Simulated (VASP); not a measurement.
Input of a VASP 6.6.1 run:

INCAR

```
ALGO     = Normal         # electronic algorithm
EDIFF    = 1E-7           # SCF threshold, eV
ENCUT    = 520            # plane-wave cutoff, eV
GGA      = PE             # functional
ISIF     = 2              # what is computed and relaxed
ISMEAR   = -1             # smearing method
ISPIN    = 2              # spin polarisation
LASPH    = T              # aspherical terms in the spheres
LCHARG   = F              # write CHGCAR
LMAXMIX  = 4              # l up to which the mixer works
LORBIT   = 11             # projections on sites
LREAL    = F              # projectors in reciprocal space
LWAVE    = F              # write WAVECAR
MAGMOM   = 4 0            # initial moments
NBANDS   = 20             # bands
NELM     = 150            # most SCF steps
NUPDOWN  = 4.0            # fixed moment
PREC     = Accurate       # precision mode
SIGMA    = 0.05           # smearing width, eV
```

File KPOINTS:

```
k-points
0
Gamma
  7 7 7
```

The input POSCAR:

```
MnS
1.0
    0.0000000000      2.6045000000      2.6045000000
    2.6045000000      0.0000000000      2.6045000000
    2.6045000000      2.6045000000      0.0000000000
Mn S
1 1
Direct
    0.0000000000      0.0000000000      0.0000000000
    0.5000000000      0.5000000000      0.5000000000
```

Potentials or basis: VASP PAW PBE potentials, release 64 (Mn_pv, S).

Run with:

```sh
$ cat potpaw_PBE.64/Mn_pv/POTCAR potpaw_PBE.64/S/POTCAR > POTCAR
$ mpirun -np 1 vasp_std > vasp.out
```

Question: What does it give for the pressure?

Answer: -9.8 GPa.

Caveat: the total moment is fixed, so each spin has its own Fermi level; a cell with one magnetic atom can't hold antiferromagnetic order, which such compounds often take.
